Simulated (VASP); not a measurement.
# BN (Fmm2) in VASP: density of states with PBE+D3(BJ)

Aim: the density of states of BN with PBE+D3(BJ).

Program: VASP 6.6.1. These are calculated values, not measurements. Logs are shortened: lines on timing, memory, paths and dates and some standing lists are left out, and cuts for length are marked.

### Step 1. The cell of the first run

It takes space group Fmm2 (No. 42, orthorhombic). Conventional cell: a = 2.508 Å, b = 6.679 Å, c = 4.338 Å, α = 90.00°, β = 90.00°, γ = 90.00°. Within 1.9 Å of B (site symmetry mm2) lie 3 N at 1.45 Å. N (site symmetry mm2) has 3 B at 1.45 Å within 1.9 Å.

### Step 2. Density of states, PBE+D3(BJ)

Input file POSCAR:

```
BN
1.0
    0.0000000000      3.3394821895      2.1688319106
    1.2538424675      0.0000000000      2.1688319106
    1.2538424675      3.3394821895      0.0000000000
B N
1 1
Direct
    0.0001068737      0.0001068737      0.9998931263
    0.6665931163      0.6665931163      0.3334068837
```

Input file INCAR.step1:

```
ALGO = Normal ; EDIFF = 1E-6
ENCUT = 520 ; GGA = PE
ISIF = 2 ; ISMEAR = 0
IVDW = 12 ; LASPH = True
LCHARG = True ; LREAL = False
LWAVE = False ; NBANDS = 11
NELM = 80 ; PREC = Accurate
SIGMA = 0.02
```

Input file KPOINTS.step1:

```
k-points
0
Gamma
  12 12 12
```

Input file INCAR.step2:

```
ALGO = Normal ; EDIFF = 1E-6
ENCUT = 520 ; GGA = PE
ICHARG = 11 ; ISIF = 2
ISMEAR = -5 ; IVDW = 12
LASPH = True ; LCHARG = False
LORBIT = 11 ; LREAL = False
LWAVE = False ; NEDOS = 2001
NELM = 80 ; PREC = Accurate
SIGMA = 0.02
```

Input file KPOINTS.step2:

```
k-points
0
Gamma
  18 18 18
```

Potentials or basis: VASP PAW PBE potentials, release 64 (B, N).

On the command line:

```sh
$ cat potpaw_PBE.64/B/POTCAR potpaw_PBE.64/N/POTCAR > POTCAR
$ cp INCAR.step1 INCAR
$ cp KPOINTS.step1 KPOINTS
$ mpirun -np 1 vasp_std > vasp.out
$ cp INCAR.step2 INCAR
$ cp KPOINTS.step2 KPOINTS
$ mpirun -np 1 vasp_std > vasp.out
```

OUTCAR:

```text
EDIFF = 1E-6
   ENCUT = 520
   GGA = PE
   ICHARG = 11
   ISIF = 2
   ISMEAR = -5
   IVDW = 12
   LASPH = True
   LORBIT = 11
   LREAL = False
   NELM = 80
   PREC = Accurate
 IVDW          = 12

 ion  position               nearest neighbor table
   1  0.000  0.000  1.000-   2 1.45   2 1.45   2 1.45
   2  0.667  0.667  0.333-   1 1.45   1 1.45   1 1.45

  LATTYP: Found a face centered orthorhombic cell.
 ALAT       =     2.5076849350
 B/A-ratio  =     1.7297483271
 C/A-ratio  =     2.6633985338

  Lattice vectors:

 A1 = (   0.0000000000,   3.3394821895,   2.1688319106)
 A2 = (  -1.2538424675,   3.3394821895,   0.0000000000)
 A3 = (  -1.2538424675,   0.0000000000,   2.1688319106)

Analysis of symmetry for initial positions (statically):
=====================================================================
 Subroutine PRICEL returns:
 Original cell was already a primitive cell.

 Routine SETGRP: Setting up the symmetry group for a
 face centered orthorhombic supercell.

 Subroutine GETGRP returns: Found  4 space group operations
 (whereof  4 operations were pure point group operations)
 out of a pool of  8 trial point group operations.

The static configuration has the point symmetry C_2v.

Analysis of symmetry for dynamics (positions and initial velocities):
=====================================================================
 Subroutine PRICEL returns:
 Original cell was already a primitive cell.

 Routine SETGRP: Setting up the symmetry group for a
 face centered orthorhombic supercell.

 Subroutine GETGRP returns: Found  4 space group operations
 (whereof  4 operations were pure point group operations)
 out of a pool of  8 trial point group operations.

The dynamic configuration has the point symmetry C_2v.

 Subroutine INISYM returns: Found  4 space group operations
 (whereof  4 operations are pure point group operations),
 and found     1 'primitive' translations

----------------------------------------------------------------------------------------

                                     Primitive cell

  volume of cell :      18.1626

  direct lattice vectors                    reciprocal lattice vectors
     0.000000000  3.339482189  2.168831911    -0.398774179  0.149723811  0.230538843
     1.253842467  0.000000000  2.168831911     0.398774179 -0.149723811  0.230538843
     1.253842467  3.339482189  0.000000000     0.398774179  0.149723811 -0.230538843

  length of vectors
     3.981955945  2.505185181  3.567108385     0.484341020  0.484341020  0.484341020

  position of ions in fractional coordinates (direct lattice)
     0.000106874  0.000106874  0.999893126
     0.666593116  0.666593116  0.333406884

  ion indices of the primitive-cell ions
   primitive index   ion index
                 1           1
                 2           2

----------------------------------------------------------------------------------------

 KPOINTS: k-points

Automatic generation of k-mesh.
 Grid dimensions read from file:
 generate k-points for:   18   18   18

 Generating k-lattice:

  Cartesian coordinates                     Fractional coordinates (reciprocal lattice)
    -0.022154121  0.008317989  0.012807714     0.055555556  0.000000000  0.000000000
     0.022154121 -0.008317989  0.012807714     0.000000000  0.055555556  0.000000000
     0.022154121  0.008317989 -0.012807714    -0.000000000 -0.000000000  0.055555556

  Length of vectors
     0.026907834  0.026907834  0.026907834

  Shift w.r.t. Gamma in fractional coordinates (k-lattice)
     0.000000000  0.000000000  0.000000000

 TETIRR: Found   4806 inequivalent tetrahedra from    34992

 Subroutine IBZKPT returns following result:
 ===========================================

 Found    865 irreducible k-points:

 Following reciprocal coordinates:
            Coordinates               Weight
  0.000000  0.000000  0.000000      1.000000
  0.055556  0.000000  0.000000      8.000000
  0.111111  0.000000  0.000000      8.000000
  0.166667  0.000000  0.000000      8.000000
  0.222222  0.000000  0.000000      8.000000
  0.277778  0.000000  0.000000      8.000000
[... 16 lines left out ...]
 -0.277778  0.055556 -0.000000      8.000000
 -0.222222  0.055556 -0.000000      8.000000
 [... further k-points ...]
   k-points           NKPTS =    865   k-points in BZ     NKDIM =    865   number of bands    NBANDS=      8
   number of dos      NEDOS =   2001   number of ions     NIONS =      2
   total plane-waves  NPLWV =  16800
   dimension x,y,z NGX =    30 NGY =   20 NGZ =   28
   dimension x,y,z NGXF=    60 NGYF=   40 NGZF=   56
   ions per type =               1   1
   NGX,Y,Z   is equivalent  to a cutoff of  12.52, 13.27, 13.05 a.u.
   NGXF,Y,Z  is equivalent  to a cutoff of  25.05, 26.54, 26.10 a.u.
 SYSTEM =  unknown system
   PREC   = accura    normal or accurate (medium, high low for compatibility)
   ISTART =      0    job   : 0-new  1-cont  2-samecut
   ICHARG =     11    charge: 1-file 2-atom 10-const
   ISPIN  =      1    spin polarized calculation?
   LNONCOLLINEAR =      F non collinear calculations
   LSORBIT =      F    spin-orbit coupling
   LASPH  =      T    aspherical Exc in radial PAW
   ENCUT  =  520.0 eV  38.22 Ry    6.18 a.u.   7.40  4.66  6.63*2*pi/ulx,y,z
   NELM   =     80;   NELMIN=  2; NELMDL=  0     # of ELM steps
   EDIFF  = 0.1E-05   stopping-criterion for ELM
   LREAL  =      F    real-space projection
   EDIFFG = 0.1E-04   stopping-criterion for IOM
   NSW    =      0    number of steps for IOM
   IBRION =     -1    ionic relax: 0-MD 1-quasi-New 2-CG
   NFREE  =      0    steps in history (QN), initial steepest desc. (CG)
   ISIF   =      2    stress and relaxation
   ISYM   =      2    0-nonsym 1-usesym 2-fastsym
   POTIM  = 0.5000    time-step for ionic-motion
   TEBEG  =    0.0;   TEEND  =   0.0 temperature during run
   PSTRESS=    0.0 pullay stress
   NELECT =       8.0000    total number of electrons
   NUPDOWN=      -1.0000    fix difference up-down
   EMIN   =  10.00;   EMAX   =-10.00  energy-range for DOS
   EFERMI =   0.00;   METHOD = LEGACY
   ISMEAR =    -5;   SIGMA  =   0.02  broadening in eV -4-tet -1-fermi 0-gaus
   EFERMI_NEDOS =   21; number of points for ismear=-14 and -15
   IALGO  =     38    algorithm
   IMIX   =      4    mixing-type and parameters
     AMIX     =   0.40;   BMIX     =  1.00
     AMIX_MAG =   1.60;   BMIX_MAG =  1.00
  volume/ion in A,a.u.               =       9.08        61.28
  Fermi-wavevector in a.u.,A,eV,Ry     =   1.245601  2.353844 21.109725  1.551521
  Thomas-Fermi vector in A             =   2.379816
   LORBIT       =     11    0 simple, 1 ext, 2 COOP (PROOUT), +10 PAW based schemes
   GGA     = PE    functional components
   LHFCALC =     F    Hartree Fock is set to
   AEXX    =    0.0000 exact exchange contribution
   IVDW    =    12    specifies the selected vdW correction
   LEPSILON=     F    determine dielectric tensor
   LRPA    =     F    only Hartree local field effects (RPA)
 non-spin polarized calculation
 Fermi weights with tetrahedron method with Bloechl corrections
  energy-cutoff  :      520.00
  volume of cell :       18.16
 maximum number of plane-waves:       509
 NGX is ok and might be reduce to    30

 number of electron       8.0000000 magnetization

 Free energy of the ion-electron system (eV)
  ---------------------------------------------------
  ext. energy  EPLUGINS =         0.00000000
  ---------------------------------------------------
  free energy    TOTEN  =       -17.57569415 eV

  energy without entropy =      -17.57569415  energy(sigma->0) =      -17.57569415

 E-fermi :   2.4311     XC(G=0): -10.0339

 val. band max:        2.4125152859   @ k =   0.4444  -0.3889   0.1111
 cond. band min:       5.9896250757   @ k =   0.0000   0.5000   0.5000
 fundamental gap:      3.5771097897
 Fermi energy:         2.4310660411

 k-point     1 :       0.0000    0.0000    0.0000
  band No.  band energies     occupation
      1     -15.5642      2.00000
      2      -1.9026      2.00000
      3       0.9010      2.00000
      4       0.9047      2.00000
      5       7.4208      0.00000
      6      13.7813      0.00000
      7      13.8787      0.00000
      8      15.3401      0.00000

 k-point     2 :       0.0556    0.0000    0.0000
  band No.  band energies     occupation
      1     -15.5018      2.00000
      2      -1.8486      2.00000
      3       0.6464      2.00000
      4       0.7838      2.00000
      5       7.5696      0.00000
      6      13.8106      0.00000
      7      14.0801      0.00000
      8      15.1122      0.00000

 k-point     3 :       0.1111    0.0000    0.0000
  band No.  band energies     occupation
      1     -15.3162      2.00000
      2      -1.6867      2.00000
      3      -0.0573      2.00000
      4       0.4628      2.00000
      5       7.9844      0.00000
      6      13.7265      0.00000
      7      14.4700      0.00000
      8      14.8389      0.00000
[... 210 lines left out ...]
 k-point    23 :      -0.2778    0.0556   -0.0000
  band No.  band energies     occupation
      1     -13.7753      2.00000
      2      -4.0570      2.00000
      3      -1.3096      2.00000
      4      -0.2819      2.00000
      5       9.5873      0.00000
      6      11.6099      0.00000
      7      13.8802      0.00000
      8      19.2477      0.00000

 k-point    24 :      -0.2222    0.0556   -0.0000
  band No.  band energies     occupation
      1     -14.3106      2.00000
      2      -2.8779      2.00000
      3      -0.8679      2.00000
      4      -0.7991      2.00000
      5       9.7662      0.00000
      6      11.8383      0.00000
      7      13.7661      0.00000
      8      17.8801      0.00000

 [... further k-points ...]

------------------------ aborting loop because EDIFF is reached ----------------------------------------

 Edisp (eV)   -0.27996

 E8    (eV) :    -0.0820

  FORCE on cell =-STRESS in cart. coord.  units (eV):
  Direction    XX          YY          ZZ          XY          YZ          ZX
  --------------------------------------------------------------------------------------
  -------------------------------------------------------------------------------------
  Total       0.01911    -0.01854     0.01906     0.00000     0.00000     0.00000
  in kB       1.68533    -1.63588     1.68100     0.00000     0.00000     0.00000
  external pressure =        0.58 kB  Pullay stress =        0.00 kB

 VOLUME and BASIS-vectors are now :
 -----------------------------------------------------------------------------
  energy-cutoff  :      520.00
  volume of cell :       18.16
      direct lattice vectors                 reciprocal lattice vectors
     0.000000000  3.339482189  2.168831911    -0.398774179  0.149723811  0.230538843
     1.253842467  0.000000000  2.168831911     0.398774179 -0.149723811  0.230538843
     1.253842467  3.339482189  0.000000000     0.398774179  0.149723811 -0.230538843

 POSITION                                       TOTAL-FORCE (eV/Angst)
 -----------------------------------------------------------------------------------
      1.25384      3.33948      0.00046         0.000000      0.000000      0.000142
      1.25384      3.33948      2.89146         0.000000      0.000000     -0.000142
 -----------------------------------------------------------------------------------
    total drift:                                0.000003      0.000006     -0.000021

  FREE ENERGIE OF THE ION-ELECTRON SYSTEM (eV)
  ---------------------------------------------------
  free  energy   TOTEN  =       -17.8556545638 eV

  energy  without entropy=      -17.8556545638  energy(sigma->0) =      -17.85565456

 total charge

# of ion       s       p       d       tot
------------------------------------------
    1        0.744   1.424   0.000   2.168
    2        1.225   2.795   0.000   4.020
--------------------------------------------------
tot          1.969   4.219   0.000   6.188
```

It took 57 s on 1 thread of Intel Xeon 6975P-C (Granite Rapids), shared host; peak memory 0.25 GiB.

What came out:

```
Valence electrons inside the program's atomic spheres : B 2.17; N 4.02
Dispersion energy per atom                            : -0.140 eV
```
